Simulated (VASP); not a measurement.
Here is a VASP 6.6.1 calculation.

INCAR

```
PREC     = Accurate       # precision mode
ENCUT    = 520            # plane-wave cutoff, eV
EDIFF    = 1E-6           # SCF threshold, eV
ISMEAR   = -1             # smearing method
SIGMA    = 0.05           # smearing width, eV
LREAL    = F              # projectors in reciprocal space
LASPH    = T              # aspherical terms in the spheres
NELM     = 60             # most SCF steps
ALGO     = Normal         # electronic algorithm
ISIF     = 2              # what is computed and relaxed
LWAVE    = F              # write WAVECAR
LCHARG   = F              # write CHGCAR
GGA      = PS             # functional
IVDW     = 12             # dispersion correction
NBANDS   = 16             # bands
```

Contents of KPOINTS:

```
regular mesh
0
Gamma
  9 9 9
```

The input POSCAR:

```
ZnS
1.0
    0.0000000000      2.6577766990      2.6577766990
    2.6577766990      0.0000000000      2.6577766990
    2.6577766990      2.6577766990      0.0000000000
Zn S
1 1
Direct
    0.7500000000      0.7500000000      0.7500000000
    0.0000000000      0.0000000000      0.0000000000
```

Potentials or basis: VASP PAW PBE potentials, release 64 (Zn, S).

The run is started by

```bash
$ cat potpaw_PBE.64/Zn/POTCAR potpaw_PBE.64/S/POTCAR > POTCAR
$ mpirun -np 1 vasp_std > vasp.out
```

What does it give for the pressure?

-0.2 GPa.

Predict the band gap on the k mesh.

2.19 eV.

Caveat: three body term missing; the PAW data sets were made with another functional, which shifts forces and pressure a little.

**Measured values to compare with.**

From “Electronic, vibrational, and thermodynamic properties of ZnS (zincblende and rocksalt structure)”, 2009, arxiv:0911.5022, for a bulk crystal of ZnS at 19 K: band gap 3.85 eV (direct).

Measured gap of ZnS: 3.85 eV (direct; 19 K; quoted in “Electronic, vibrational, and thermodynamic properties of ZnS (zincblende and rocksalt structure)”, 2009, arxiv:0911.5022). This calculation gives 2.19 eV (-1.66 eV). The value is that of PBEsol+D3(BJ), without temperature or zero-point motion. Semilocal functionals fall short of measured gaps as a rule.
